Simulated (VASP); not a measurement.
Here is a VASP 6.6.1 calculation.

The input INCAR:

```
ALGO     = Normal         # electronic algorithm
EDIFF    = 1E-6           # SCF threshold, eV
ENCUT    = 520            # plane-wave cutoff, eV
GGA      = PS             # functional
ISIF     = 2              # what is computed and relaxed
ISMEAR   = 0              # smearing method
LASPH    = T              # aspherical terms in the spheres
LCHARG   = F              # write CHGCAR
LREAL    = F              # projectors in reciprocal space
LWAVE    = F              # write WAVECAR
NBANDS   = 18             # bands
NELM     = 100            # most SCF steps
PREC     = Accurate       # precision mode
SIGMA    = 0.02           # smearing width, eV
```

KPOINTS

```
k-points
0
Gamma
  9 9 6
```

File POSCAR:

```
LiF
1.0
    3.1431260516      0.0851247363      0.0000000000
   -1.4978428416      2.7645834860      0.0000000000
    0.0000000000      0.0000000000      4.7251193199
Li F
2 2
Direct
    0.3330452755      0.6669547245      0.3925570454
    0.6669547245      0.3330452755      0.8925570454
    0.3398342039      0.6601657961      0.9824409546
    0.6601657961      0.3398342039      0.4824409546
```

Potentials or basis: VASP PAW PBE potentials, release 64 (Li_sv, F).

Run with:

```bash
$ cat potpaw_PBE.64/Li_sv/POTCAR potpaw_PBE.64/F/POTCAR > POTCAR
$ mpirun -np 1 vasp_std > vasp.out
```

Problem. Predict the largest force.

Solution. 0.395 eV/Å.

Problem. Predict the band gap on the k mesh.

Solution. 7.22 eV, direct.

Forces in eV/Å, atoms in the order of the input:
```
Li  -0.260  0.150 -0.101
Li   0.260 -0.150 -0.101
F   -0.331  0.191  0.101
F    0.331 -0.191  0.101
```

Caveat: the cell differs from its parent crystal (strained and its atoms moved); the PAW data sets were made with another functional, which shifts forces and pressure a little. A k mesh can miss the band edges.
